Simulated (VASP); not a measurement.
# Ag: single point with r2SCAN

Ag:

```xyz
1
Lattice="0.0000 2.0010 2.0010 2.0010 0.0000 2.0010 2.0010 2.0010 0.0000" Properties=species:S:1:pos:R:3 pbc="T T T"
Ag    0.0000    0.0000    0.0000
```

| Quantity | Value |
| --- | --- |
| Program | VASP 6.6.1 |
| Task | single point |
| Functional | r2SCAN |
| Potentials or basis | VASP PAW PBE potentials, release 64 (Ag) |
| Cutoff | 520 eV |
| k mesh | 11 × 11 × 11 |
| Occupations | fermi-dirac, width 0.05 eV |
| Spin | no spin polarisation |

```
Pressure : 9.6 GPa
```

Levels at points of the mesh, in eV from the Fermi level:
```
           k point  band 2  band 3  band 4  band 5  band 6  band 7  band 8  band 9  band 10  band 11
(0.00, 0.00, 0.00)   -5.63   -5.63   -5.63   -4.47   -4.47   16.54   20.67   20.67    20.68    25.78
```

It took 51 s on 1 thread of AMD EPYC 7R43 64-Core Processor (Zen 3) (shared host), peak memory 0.12 GiB.

Caveat: the PAW data sets were made with another functional, which shifts forces and pressure a little.
